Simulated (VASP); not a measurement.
# SrO (Fm-3m) in VASP: a series of runs, part 2 of 2

VASP 6.6.1. Earlier steps stand in the parts before.

### Step 3. Single point, PBE, non-collinear spin, zero start, spin-orbit coupling

INCAR reads:

```
SYSTEM = SrO
PREC     = Accurate       ! precision mode
ENCUT    = 520            ! plane-wave cutoff, eV
EDIFF    = 1E-6           ! SCF threshold, eV
ISMEAR   = 0              ! smearing method
SIGMA    = 0.01           ! smearing width, eV
LREAL    = .False.        ! projectors in reciprocal space
LASPH    = .True.         ! aspherical terms in the spheres
NELM     = 150            ! most SCF steps
ALGO     = Normal         ! electronic algorithm
ISIF     = 2              ! what is computed and relaxed
LWAVE    = .False.        ! write WAVECAR
LCHARG   = .False.        ! write CHGCAR
LNONCOLLINEAR= .True.         ! non-collinear magnetism
MAGMOM   = 0 0 0 0 0 0    ! initial moments
LORBIT   = 11             ! projections on sites
LSORBIT  = .True.         ! spin-orbit coupling
GGA_COMPAT= .False.      
LORBMOM  = .True.       
GGA      = PE             ! functional
NBANDS   = 28             ! bands
```

KPOINTS reads:

```
Automatic mesh
0
Gamma
  8 8 8
  0 0 0
```

POSCAR reads:

```
SrO
1.0
    0.0000000000      2.5798927426      2.5798927426
    2.5798927426      0.0000000000      2.5798927426
    2.5798927426      2.5798927426      0.0000000000
Sr O
1 1
Direct
    0.5000000000      0.5000000000      0.5000000000
    0.0000000000      0.0000000000      0.0000000000
```

Potentials or basis: VASP PAW PBE potentials, release 64 (Sr_sv, O).

Command:

```bash
> cat potpaw_PBE.64/Sr_sv/POTCAR potpaw_PBE.64/O/POTCAR > POTCAR
> mpirun -np 1 vasp_ncl > vasp.out
```

OUTCAR:

```text
SYSTEM = SrO
   PREC = Accurate
   ENCUT = 520
   EDIFF = 1E-6
   ISMEAR = 0
   LREAL = .False.
   LASPH = .True.
   NELM = 150
   ISIF = 2
   LNONCOLLINEAR = .True.
   LORBIT = 11
   LSORBIT = .True.
   GGA = PE

 ion  position               nearest neighbor table
   1  0.500  0.500  0.500-   2 2.58   2 2.58   2 2.58   2 2.58   2 2.58   2 2.58
   2  0.000  0.000  0.000-   1 2.58   1 2.58   1 2.58   1 2.58   1 2.58   1 2.58

  LATTYP: Found a face centered cubic cell.
 ALAT       =     5.1597854852

  Lattice vectors:

 A1 = (   0.0000000000,   2.5798927426,   2.5798927426)
 A2 = (   2.5798927426,   0.0000000000,   2.5798927426)
 A3 = (   2.5798927426,   2.5798927426,   0.0000000000)

Analysis of symmetry for initial positions (statically):
=====================================================================
 Subroutine PRICEL returns:
 Original cell was already a primitive cell.

 Routine SETGRP: Setting up the symmetry group for a
 face centered cubic supercell.

 Subroutine GETGRP returns: Found 48 space group operations
 (whereof 48 operations were pure point group operations)
 out of a pool of 48 trial point group operations.

The static configuration has the point symmetry O_h .

Analysis of symmetry for dynamics (positions and initial velocities):
=====================================================================
 Subroutine PRICEL returns:
 Original cell was already a primitive cell.

 Routine SETGRP: Setting up the symmetry group for a
 face centered cubic supercell.

 Subroutine GETGRP returns: Found 48 space group operations
 (whereof 48 operations were pure point group operations)
 out of a pool of 48 trial point group operations.

The dynamic configuration has the point symmetry O_h .

Analysis of structural, dynamic, and magnetic symmetry:
=====================================================================
 Subroutine PRICEL returns:
 Original cell was already a primitive cell.

 Routine SETGRP: Setting up the symmetry group for a
 face centered cubic supercell.

 Subroutine GETGRP returns: Found 48 space group operations
 (whereof 48 operations were pure point group operations)
 out of a pool of 48 trial point group operations.

The overall configuration has the point symmetry O_h .

 Subroutine INISYM returns: Found 48 space group operations
 (whereof 48 operations are pure point group operations),
 and found     1 'primitive' translations

----------------------------------------------------------------------------------------

                                     Primitive cell

  volume of cell :      34.3427

  direct lattice vectors                    reciprocal lattice vectors
     0.000000000  2.579892743  2.579892743    -0.193806507  0.193806507  0.193806507
     2.579892743  0.000000000  2.579892743     0.193806507 -0.193806507  0.193806507
     2.579892743  2.579892743  0.000000000     0.193806507  0.193806507 -0.193806507

  length of vectors
     3.648519306  3.648519306  3.648519306     0.335682716  0.335682716  0.335682716

  position of ions in fractional coordinates (direct lattice)
[... 887 lines left out ...]
  --------------------------------------------------------------------------------------
  -------------------------------------------------------------------------------------
  Total        0.5039691      0.5039691      0.5039691      0.0000000      0.0000000     -0.0000000
  in kB       23.5114570     23.5114570     23.5114570      0.0000000      0.0000000     -0.0000000
  external PRESSURE =      23.5114570 kB  Pullay stress =       0.0000000 kB

 VOLUME and BASIS-vectors are now :
 -----------------------------------------------------------------------------
  energy-cutoff  :      520.00
  volume of cell :       34.34
      direct lattice vectors                 reciprocal lattice vectors
     0.000000000  2.579892743  2.579892743    -0.193806507  0.193806507  0.193806507
     2.579892743  0.000000000  2.579892743     0.193806507 -0.193806507  0.193806507
     2.579892743  2.579892743  0.000000000     0.193806507  0.193806507 -0.193806507

 POSITION                                       TOTAL-FORCE (eV/Angst)
 -----------------------------------------------------------------------------------
      2.57989      2.57989      2.57989        -0.000000      0.000000     -0.000000
      0.00000      0.00000      0.00000         0.000000      0.000000      0.000000
 -----------------------------------------------------------------------------------
    total drift:                                0.000000      0.000000      0.000000

  FREE ENERGIE OF THE ION-ELECTRON SYSTEM (eV)
  ---------------------------------------------------
  free  energy   TOTEN  =       -12.1350837349 eV

  energy  without entropy=      -12.1350837349  energy(sigma->0) =      -12.13508373

 orbital moment (x)

 # of ion     p       d       tot
 ----------------------------------------
  1         0.000  -0.000  -0.000
  2         0.000   0.000   0.000
 ----------------------------------------
            0.000  -0.000  -0.000

 orbital moment (y)

 # of ion     p       d       tot
 ----------------------------------------
  1         0.000   0.000   0.000
  2        -0.000   0.000  -0.000
 ----------------------------------------
           -0.000   0.000   0.000

 orbital moment (z)

 # of ion     p       d       tot
 ----------------------------------------
  1         0.000   0.000   0.000
  2         0.000   0.000   0.000
 ----------------------------------------
            0.000   0.000   0.000

 Spin-Orbit-Coupling matrix elements

 Ion:    1  E_soc:     -0.1752298
 l=   1
     0.0000000    -0.0291786    -0.0291786
    -0.0291786     0.0000000    -0.0291786
    -0.0291786    -0.0291786     0.0000000
 l=   2
     0.0000000    -0.0000016     0.0000000    -0.0000016    -0.0000248
    -0.0000016     0.0000000    -0.0000186    -0.0000016    -0.0000062
     0.0000000    -0.0000186     0.0000000    -0.0000186     0.0000000
    -0.0000016    -0.0000016    -0.0000186     0.0000000    -0.0000062
    -0.0000248    -0.0000062     0.0000000    -0.0000062     0.0000000
 l=   3
     0.0000000     0.0000000     0.0000000     0.0000000     0.0000000     0.0000000     0.0000000
     0.0000000     0.0000000     0.0000000     0.0000000     0.0000000     0.0000000     0.0000000
     0.0000000     0.0000000     0.0000000     0.0000000     0.0000000     0.0000000     0.0000000
     0.0000000     0.0000000     0.0000000     0.0000000     0.0000000     0.0000000     0.0000000
     0.0000000     0.0000000     0.0000000     0.0000000     0.0000000     0.0000000     0.0000000
     0.0000000     0.0000000     0.0000000     0.0000000     0.0000000     0.0000000     0.0000000
     0.0000000     0.0000000     0.0000000     0.0000000     0.0000000     0.0000000     0.0000000

 Ion:    2  E_soc:     -0.0003161
 l=   1
     0.0000000    -0.0000527    -0.0000527
    -0.0000527     0.0000000    -0.0000527
    -0.0000527    -0.0000527     0.0000000
 l=   2
     0.0000000     0.0000000     0.0000000     0.0000000     0.0000000
     0.0000000     0.0000000     0.0000000     0.0000000     0.0000000
     0.0000000     0.0000000     0.0000000     0.0000000     0.0000000
     0.0000000     0.0000000     0.0000000     0.0000000     0.0000000
     0.0000000     0.0000000     0.0000000     0.0000000     0.0000000
 l=   3
     0.0000000     0.0000000     0.0000000     0.0000000     0.0000000     0.0000000     0.0000000
     0.0000000     0.0000000     0.0000000     0.0000000     0.0000000     0.0000000     0.0000000
     0.0000000     0.0000000     0.0000000     0.0000000     0.0000000     0.0000000     0.0000000
     0.0000000     0.0000000     0.0000000     0.0000000     0.0000000     0.0000000     0.0000000
     0.0000000     0.0000000     0.0000000     0.0000000     0.0000000     0.0000000     0.0000000
     0.0000000     0.0000000     0.0000000     0.0000000     0.0000000     0.0000000     0.0000000
     0.0000000     0.0000000     0.0000000     0.0000000     0.0000000     0.0000000     0.0000000

 total charge

# of ion       s       p       d       tot
------------------------------------------
    1        2.016   5.833   0.254   8.102
    2        1.552   3.419   0.000   4.971
--------------------------------------------------
tot          3.568   9.252   0.254  13.074

 magnetization (x)

# of ion       s       p       d       tot
------------------------------------------
    1        0.000   0.000   0.000   0.000
    2        0.000   0.000   0.000   0.000
--------------------------------------------------
tot          0.000   0.000   0.000   0.000

 magnetization (y)

# of ion       s       p       d       tot
------------------------------------------
    1        0.000   0.000   0.000   0.000
    2        0.000   0.000   0.000   0.000
--------------------------------------------------
tot          0.000   0.000   0.000   0.000

 magnetization (z)

# of ion       s       p       d       tot
------------------------------------------
    1        0.000   0.000  -0.000   0.000
    2        0.000   0.000   0.000   0.000
--------------------------------------------------
tot          0.000   0.000  -0.000   0.000
```

Wall time 39 s (1 thread of Intel Xeon 6975P-C (Granite Rapids), shared host); peak memory 0.25 GiB.

What came out:

```yaml
Free_energy: -12.1351 eV
Pressure: 2.4 GPa
Net_moment: 0.00 μB per cell
Valence_electrons_inside_the_program's_atomic_spheres: Sr 8.10; O 4.97
```

Moments on the atoms (μB; x, y, z):
```
Sr  0.00 0.00 0.00
O   0.00 0.00 0.00
```
